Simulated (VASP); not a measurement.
# AgB2 (P6/mmm) in VASP: a series of runs

The runs below take AgB2 through electric field gradients, with PBEsol.

All numbers are computed with VASP 6.6.1; they aren't measurements. Logs are shortened: lines on timing, memory, paths and dates and some standing lists are left out, and cuts for length are marked.

## Step 1: The cell of the first run

The structure is hexagonal, space group P6/mmm (No. 191). The conventional cell has a = 2.970 Å, b = 2.970 Å, c = 3.240 Å, α = 90.00°, β = 90.00°, γ = 120.00°. Within 3.1 Å of Ag (site symmetry 6/mmm) lie 12 B at 2.36 Å and 6 Ag at 2.97 Å. Within 2.3 Å of B (site symmetry -6m2) lie 3 B at 1.71 Å.

## Step 2: Electric field gradients, PBEsol (equal xx and yy strain of -1 %)

Input file INCAR:

```
  PREC = Accurate
  ENCUT = 520
  EDIFF = 1E-8
  ISMEAR = -1
  SIGMA = 0.05
  LREAL = False
  LASPH = True
  NELM = 60
  ALGO = Normal
  ISIF = 2
  LWAVE = False
  LCHARG = False
  GGA = PS
  LEFG = True
  NBANDS = 16
```

Input file KPOINTS:

```
Automatic mesh
0
Gamma
  16 16 13
```

Input file POSCAR:

```
AgB2
1.0
    2.9700016241      0.0000000000      0.0000000000
   -1.4850008121      2.5720968558      0.0000000000
    0.0000000000      0.0000000000      3.2400000000
Ag B
1 2
Direct
    0.0000000000      0.0000000000      0.0000000000
    0.3333333333      0.6666666667      0.5000000000
    0.6666666667      0.3333333333      0.5000000000
```

Potentials or basis: VASP PAW PBE potentials, release 64 (Ag, B).

Launch:

```
$ cat potpaw_PBE.64/Ag/POTCAR potpaw_PBE.64/B/POTCAR > POTCAR
$ mpirun -np 1 vasp_std > vasp.out
```

OUTCAR:

```text
PREC = Accurate
   ENCUT = 520
   EDIFF = 1E-8
   ISMEAR = -1
   LREAL = False
   LASPH = True
   NELM = 60
   ISIF = 2
   GGA = PS

 ion  position               nearest neighbor table
   1  0.000  0.000  0.000-   2 2.36   3 2.36   2 2.36   3 2.36   3 2.36   3 2.36   2 2.36   2 2.36
                             3 2.36   3 2.36   2 2.36   2 2.36
   2  0.333  0.667  0.500-   3 1.71   3 1.71   3 1.71   1 2.36   1 2.36   1 2.36   1 2.36   1 2.36
                             1 2.36
   3  0.667  0.333  0.500-   2 1.71   2 1.71   2 1.71   1 2.36   1 2.36   1 2.36   1 2.36   1 2.36
                             1 2.36

  LATTYP: Found a hexagonal cell.
 ALAT       =     2.9700016241
 C/A-ratio  =     1.0909084944

  Lattice vectors:

 A1 = (   2.9700016241,   0.0000000000,   0.0000000000)
 A2 = (  -1.4850008121,   2.5720968558,   0.0000000000)
 A3 = (   0.0000000000,   0.0000000000,   3.2400000000)

Analysis of symmetry for initial positions (statically):
=====================================================================
 Subroutine PRICEL returns:
 Original cell was already a primitive cell.

 Routine SETGRP: Setting up the symmetry group for a
 hexagonal supercell.

 Subroutine GETGRP returns: Found 24 space group operations
 (whereof 24 operations were pure point group operations)
 out of a pool of 24 trial point group operations.

The static configuration has the point symmetry D_6h.

Analysis of symmetry for dynamics (positions and initial velocities):
=====================================================================
 Subroutine PRICEL returns:
 Original cell was already a primitive cell.

 Routine SETGRP: Setting up the symmetry group for a
 hexagonal supercell.

 Subroutine GETGRP returns: Found 24 space group operations
 (whereof 24 operations were pure point group operations)
 out of a pool of 24 trial point group operations.

The dynamic configuration has the point symmetry D_6h.

 Subroutine INISYM returns: Found 24 space group operations
 (whereof 24 operations are pure point group operations),
 and found     1 'primitive' translations

----------------------------------------------------------------------------------------

                                     Primitive cell

  volume of cell :      24.7508

  direct lattice vectors                    reciprocal lattice vectors
     2.970001624  0.000000000  0.000000000     0.336700153  0.194393924  0.000000000
    -1.485000812  2.572096856  0.000000000     0.000000000  0.388787847  0.000000000
     0.000000000  0.000000000  3.240000000     0.000000000  0.000000000  0.308641975

  length of vectors
     2.970001624  2.970001624  3.240000000     0.388787847  0.388787847  0.308641975

  position of ions in fractional coordinates (direct lattice)
     0.000000000  0.000000000  0.000000000
     0.333333333  0.666666667  0.500000000
     0.666666667  0.333333333  0.500000000

  ion indices of the primitive-cell ions
   primitive index   ion index
                 1           1
                 2           2
                 3           3

----------------------------------------------------------------------------------------

 KPOINTS: Automatic mesh

Automatic generation of k-mesh.
 Grid dimensions read from file:
 generate k-points for:   16   16   13

 Generating k-lattice:

  Cartesian coordinates                     Fractional coordinates (reciprocal lattice)
     0.021043760  0.012149620  0.000000000     0.062500000  0.000000000  0.000000000
     0.000000000  0.024299240  0.000000000     0.000000000  0.062500000  0.000000000
     0.000000000  0.000000000  0.023741690     0.000000000  0.000000000  0.076923077

  Length of vectors
     0.024299240  0.024299240  0.023741690

  Shift w.r.t. Gamma in fractional coordinates (k-lattice)
     0.000000000  0.000000000  0.000000000

 Subroutine IBZKPT returns following result:
 ===========================================

 Found    210 irreducible k-points:

 Following reciprocal coordinates:
            Coordinates               Weight
  0.000000  0.000000  0.000000      1.000000
  0.062500  0.000000  0.000000      6.000000
  0.125000  0.000000  0.000000      6.000000
  0.187500 -0.000000  0.000000      6.000000
  0.250000  0.000000  0.000000      6.000000
  0.312500 -0.000000  0.000000      6.000000
[... 16 lines left out ...]
  0.187500  0.187500  0.000000      6.000000
  0.250000  0.187500  0.000000     12.000000
 [... further k-points ...]
   k-points           NKPTS =    210   k-points in BZ     NKDIM =    210   number of bands    NBANDS=     16
   number of dos      NEDOS =    301   number of ions     NIONS =      3
   total plane-waves  NPLWV =  13824
   dimension x,y,z NGX =    24 NGY =   24 NGZ =   24
   dimension x,y,z NGXF=    48 NGYF=   48 NGZF=   48
   ions per type =               1   2
   NGX,Y,Z   is equivalent  to a cutoff of  13.43, 13.43, 12.31 a.u.
   NGXF,Y,Z  is equivalent  to a cutoff of  26.87, 26.87, 24.63 a.u.
 SYSTEM =  unknown system
   PREC   = accura    normal or accurate (medium, high low for compatibility)
   ISTART =      0    job   : 0-new  1-cont  2-samecut
   ICHARG =      2    charge: 1-file 2-atom 10-const
   ISPIN  =      1    spin polarized calculation?
   LNONCOLLINEAR =      F non collinear calculations
   LSORBIT =      F    spin-orbit coupling
   LASPH  =      T    aspherical Exc in radial PAW
   ENCUT  =  520.0 eV  38.22 Ry    6.18 a.u.   5.52  5.52  6.02*2*pi/ulx,y,z
   NELM   =     60;   NELMIN=  2; NELMDL= -5     # of ELM steps
   EDIFF  = 0.1E-07   stopping-criterion for ELM
   LREAL  =      F    real-space projection
   EDIFFG = 0.1E-06   stopping-criterion for IOM
   NSW    =      0    number of steps for IOM
   IBRION =     -1    ionic relax: 0-MD 1-quasi-New 2-CG
   NFREE  =      0    steps in history (QN), initial steepest desc. (CG)
   ISIF   =      2    stress and relaxation
   ISYM   =      2    0-nonsym 1-usesym 2-fastsym
   POTIM  = 0.5000    time-step for ionic-motion
   TEBEG  =    0.0;   TEEND  =   0.0 temperature during run
   PSTRESS=    0.0 pullay stress
   NELECT =      17.0000    total number of electrons
   NUPDOWN=      -1.0000    fix difference up-down
   EMIN   =  10.00;   EMAX   =-10.00  energy-range for DOS
   EFERMI =   0.00;   METHOD = LEGACY
   ISMEAR =    -1;   SIGMA  =   0.05  broadening in eV -4-tet -1-fermi 0-gaus
   EFERMI_NEDOS =   21; number of points for ismear=-14 and -15
   IALGO  =     38    algorithm
   IMIX   =      4    mixing-type and parameters
     AMIX     =   0.40;   BMIX     =  1.00
     AMIX_MAG =   1.60;   BMIX_MAG =  1.00
  volume/ion in A,a.u.               =       8.25        55.68
  Fermi-wavevector in a.u.,A,eV,Ry     =   1.444424  2.729566 28.386674  2.086362
  Thomas-Fermi vector in A             =   2.562721
   LORBIT       =      0    0 simple, 1 ext, 2 COOP (PROOUT), +10 PAW based schemes
   GGA     = PS    functional components
   LHFCALC =     F    Hartree Fock is set to
   AEXX    =    0.0000 exact exchange contribution
   IVDW    =     0    specifies the selected vdW correction
   LEPSILON=     F    determine dielectric tensor
   LRPA    =     F    only Hartree local field effects (RPA)
 non-spin polarized calculation
  energy-cutoff  :      520.00
  volume of cell :       24.75
 maximum number of plane-waves:       690
 NGX is ok and might be reduce to    24
   NGX = 11   NGY = 11   NGZ = 13

 number of electron      16.9999996 magnetization

 Free energy of the ion-electron system (eV)
  ---------------------------------------------------
  ext. energy  EPLUGINS =         0.00000000
  ---------------------------------------------------
  free energy    TOTEN  =       -14.68604497 eV

  energy without entropy =      -14.67443413  energy(sigma->0) =      -14.68023955

 E-fermi :  10.9500     XC(G=0): -13.5323

 val. band max:       10.9343551875   @ k =   0.1250   0.0000   0.3846
 cond. band min:      10.9618843619   @ k =   0.3125  -0.0000   0.3846
 fundamental gap:      0.0275291743
 Fermi energy:        10.9500346339

 k-point     1 :       0.0000    0.0000    0.0000
  band No.  band energies     occupation
      1      -3.6765      2.00000
      2       3.5867      2.00000
      3       4.1901      2.00000
      4       4.1901      2.00000
      5       5.7897      2.00000
      6       5.7897      2.00000
[... 8 lines left out ...]
     15      27.9824      0.00000
     16      29.9881      0.00000

 k-point     2 :       0.0625    0.0000    0.0000
  band No.  band energies     occupation
      1      -3.5988      2.00000
      2       3.6244      2.00000
      3       4.1226      2.00000
      4       4.2434      2.00000
      5       5.5202      2.00000
      6       5.7771      2.00000
[... 8 lines left out ...]
     15      28.1597      0.00000
     16      30.0563      0.00000

 k-point     3 :       0.1250    0.0000    0.0000
  band No.  band energies     occupation
      1      -3.3679      2.00000
      2       3.7237      2.00000
      3       3.9329      2.00000
      4       4.4003      2.00000
      5       5.0257      2.00000
      6       5.7415      2.00000
[... 8 lines left out ...]
     15      28.6266      0.00000
     16      30.2514      0.00000

 k-point     4 :       0.1875   -0.0000    0.0000
  band No.  band energies     occupation
      1      -2.9904      2.00000
      2       3.6270      2.00000
      3       3.8665      2.00000
      4       4.5460      2.00000
      5       4.6515      2.00000
      6       5.6886      2.00000
[... 8 lines left out ...]
     15      29.0152      0.00000
     16      30.5451      0.00000
[... 324 lines left out ...]
 k-point    22 :       0.4375    0.1250    0.0000
  band No.  band energies     occupation
      1       0.4118      2.00000
      2       1.1328      2.00000
      3       3.4199      2.00000
      4       3.5357      2.00000
      5       5.1844      2.00000
      6       6.3475      2.00000
[... 8 lines left out ...]
     15      26.0328      0.00000
     16      26.7850      0.00000

 k-point    23 :       0.1875    0.1875    0.0000
  band No.  band energies     occupation
      1      -1.6980      2.00000
      2       2.8713      2.00000
      3       3.8943      2.00000
      4       3.9224      2.00000
      5       5.3118      2.00000
      6       5.3267      2.00000
[... 8 lines left out ...]
     15      26.5090      0.00000
     16      27.1259      0.00000

 k-point    24 :       0.2500    0.1875    0.0000
  band No.  band energies     occupation
      1      -1.0264      2.00000
      2       2.5253      2.00000
      3       3.6852      2.00000
      4       3.7748      2.00000
      5       5.1470      2.00000
      6       5.6090      2.00000
[... 8 lines left out ...]
     15      25.1799      0.00000
     16      26.4980      0.00000

 [... further k-points ...]
[... 5 lines left out ...]
  --------------------------------------------------------------------------------------
  -------------------------------------------------------------------------------------
  Total        6.9343267      6.9343267     11.5160195     -0.0000000     -0.0000000      0.0000000
  in kB      448.8754612    448.8754612    745.4593339     -0.0000000     -0.0000000      0.0000000
  external PRESSURE =     547.7367521 kB  Pullay stress =       0.0000000 kB

 VOLUME and BASIS-vectors are now :
 -----------------------------------------------------------------------------
  energy-cutoff  :      520.00
  volume of cell :       24.75
      direct lattice vectors                 reciprocal lattice vectors
     2.970001624  0.000000000  0.000000000     0.336700153  0.194393924  0.000000000
    -1.485000812  2.572096856  0.000000000     0.000000000  0.388787847  0.000000000
     0.000000000  0.000000000  3.240000000     0.000000000  0.000000000  0.308641975

 POSITION                                       TOTAL-FORCE (eV/Angst)
 -----------------------------------------------------------------------------------
      0.00000      0.00000      0.00000         0.000000      0.000000      0.000000
     -0.00000      1.71473      1.62000         0.000000      0.000000      0.000000
      1.48500      0.85737      1.62000        -0.000000      0.000000      0.000000
 -----------------------------------------------------------------------------------
    total drift:                               -0.000000      0.000000      0.000000

  FREE ENERGIE OF THE ION-ELECTRON SYSTEM (eV)
  ---------------------------------------------------
  free  energy   TOTEN  =       -14.6860449726 eV

  energy  without entropy=      -14.6744341284  energy(sigma->0) =      -14.68023955

 Electric field gradients (V/A^2)
---------------------------------------------------------------------
 ion       V_xx      V_yy      V_zz      V_xy      V_xz      V_yz
---------------------------------------------------------------------
   1      37.835    37.835   -75.670    -0.001    -0.000     0.000
   2     -15.169   -15.169    30.338    -0.000     0.000     0.000
   3     -15.169   -15.169    30.338    -0.000     0.000     0.000
---------------------------------------------------------------------

 Electric field gradients after diagonalization (V/A^2)
 (convention: |V_zz| > |V_xx| > |V_yy|)
----------------------------------------------------------------------
 ion       V_xx      V_yy      V_zz     asymmetry (V_yy - V_xx)/ V_zz
----------------------------------------------------------------------
   1      37.836    37.834   -75.670       0.000
   2     -15.169   -15.169    30.338       0.000
   3     -15.169   -15.169    30.338       0.000
----------------------------------------------------------------------

           NMR quadrupolar parameters

 Cq : quadrupolar parameter    Cq=e*Q*V_zz/h
 eta: asymmetry parameters     (V_yy - V_xx)/ V_zz
 Q  : nuclear electric quadrupole moment in mb (millibarn)
----------------------------------------------------------------------
 ion       Cq(MHz)       eta       Q (mb)
----------------------------------------------------------------------
   1      -0.183       0.000       1.000
   2       0.073       0.000       1.000
   3       0.073       0.000       1.000
----------------------------------------------------------------------
```

Wall time 51 s (1 thread of Intel Xeon Platinum 8259CL at 2.50GHz (Skylake/Cascade Lake), shared host); peak memory 0.2 GiB.

What came out:

- Free energy: -14.6860 eV
- Pressure: 54.8 GPa

Electric field gradients, principal values (V/Å²):
```csv
atom,least,middle,greatest (by size)
1 Ag,37.834,37.836,-75.670
2 B,-15.169,-15.169,30.338
3 B,-15.169,-15.169,30.338
```

Caveat: the cell differs from its parent crystal (equal xx and yy strain of -1 %); without QUAD_EFG the Cq values of the log hold for a quadrupole moment of 1 mb, not for the nuclei; the PAW data sets were made with another functional, which shifts forces and pressure a little.

(Part 1 of 4 ends here.)
